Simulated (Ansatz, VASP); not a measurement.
One calculation of MgF2, two programs

```
Mg F
1.0
     4.65818    0.00000    0.00000
     0.00000    4.65818    0.00000
     0.00000    0.00000    3.07623
Mg F
2 4
Cartesian
  0.0000 0.0000 0.0000
  2.3291 2.3291 1.5381
  1.4120 1.4120 0.0000
  0.9171 3.7410 1.5381
  3.2462 3.2462 0.0000
  3.7410 0.9171 1.5381
```

Alike in both runs: functional PBE; dispersion D3(BJ); k mesh 6 × 6 × 8; occupations gaussian, width 0.02 eV; no spin polarisation.

Ansatz relaxed the structure, and its values are those at the end. VASP's run is a single point on that final structure, the one shown.

```csv
,VASP,Ansatz
version,VASP 6.6.1,Ansatz 0.2.0
potentials or method,"VASP PAW PBE potentials, release 64 (Mg, F), cutoff 600 eV","scalar-relativistic, plane waves, PAW"
valence electrons in the cell,32,48
```

```tsv
	VASP	Ansatz	Ansatz less VASP
gap on the k mesh at the Fermi level (eV)	6.94	6.98	+0.039
least direct gap on the mesh (eV)	6.94	6.98	+0.039
pressure (GPa)	-1.0	0.0	+1.04
```

VASP's potentials hold 32 valence electrons a cell and Ansatz's 48, so a difference there can come from the potentials and not from the codes.
